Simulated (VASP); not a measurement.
A run of VASP 6.6.1:

The input INCAR:

```
ALGO = Normal
EDIFF = 1E-7
ENCUT = 520
ISIF = 2
ISMEAR = -1
LASPH = True
LCHARG = True
LELF = True
LREAL = False
LVHAR = True
LWAVE = False
NBANDS = 9
NELM = 80
PREC = Accurate
SIGMA = 0.1
```

File KPOINTS:

```
k-points
0
Gamma
  13 13 13
```

The input POSCAR:

```
Te
1.0
   -1.8808997586      1.8808997586      1.8808997586
    1.8808997586     -1.8808997586      1.8808997586
    1.8808997586      1.8808997586     -1.8808997586
Te
1
Direct
    0.0000000000      0.0000000000      0.0000000000
```

Potentials or basis: VASP PAW LDA potentials, release 64 (Te).

Command:

```bash
$ cat potpaw_LDA.64/Te/POTCAR > POTCAR
$ mpirun -np 1 vasp_std > vasp.out
```

Hardware: 1 thread of Intel Xeon 8259CL (shared host).

Task: How long does it take, and how much memory?

Result: Run time: 22 s on 1 thread of Intel Xeon 8259CL (shared host), peak memory 0.14 GiB. Counts: scf iterations 11, k points 84.
